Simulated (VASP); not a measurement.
Input of a VASP 6.6.1 run:

File POSCAR:

```
InSe2
1.0
    0.0000000000      4.2288772182      4.2288772182
    4.2288772182      0.0000000000      4.2288772182
    4.2288772182      4.2288772182      0.0000000000
In Se
2 4
Direct
    0.0000000000      0.0000000000      0.0000000000
    0.2500000000      0.2500000000      0.2500000000
    0.6250000000      0.6250000000      0.6250000000
    0.1250000000      0.6250000000      0.6250000000
    0.6250000000      0.6250000000      0.1250000000
    0.6250000000      0.1250000000      0.6250000000
```

File INCAR.step1:

```
SYSTEM = InSe2
ALGO = Normal
EDIFF = 1E-4
ENCUT = 520
GGA = PE
ISMEAR = 0
LASPH = .True.
LCHARG = .False.
LREAL = .False.
LWAVE = .True.
NBANDS = 34
NELM = 60
PREC = Accurate
SIGMA = 0.1
```

Contents of INCAR.step2:

```
SYSTEM = InSe2
ALGO = Normal
EDIFF = 1E-7
ENCUT = 520
ISIF = 2
ISMEAR = 0
ISTART = 1
LASPH = .True.
LCHARG = .True.
LELF = .True.
LMIXTAU = .True.
LREAL = .False.
LVHAR = .True.
LWAVE = .False.
METAGGA = R2SCAN
NBANDS = 34
NELM = 60
PREC = Accurate
SIGMA = 0.1
```

Contents of KPOINTS:

```
k-points
0
Gamma
  8 8 8
  0 0 0
```

Potentials or basis: VASP PAW PBE potentials, release 64 (In_d, Se).

The run is started by

```sh
$ cat potpaw_PBE.64/In_d/POTCAR potpaw_PBE.64/Se/POTCAR > POTCAR
$ cp INCAR.step1 INCAR
$ mpirun -np 1 vasp_std > vasp.out
$ cp INCAR.step2 INCAR
$ mpirun -np 1 vasp_std > vasp.out
```

Predict the band gap on the k mesh.

zero (band 25 reaches 5.75 eV, above the bottom of band 26 at 4.09 eV).

What does it give for the pressure?

0.0 GPa.

Caveat: the PAW data sets were made with another functional, which shifts forces and pressure a little; spin-orbit coupling is left out, which moves the levels of the heavy elements.
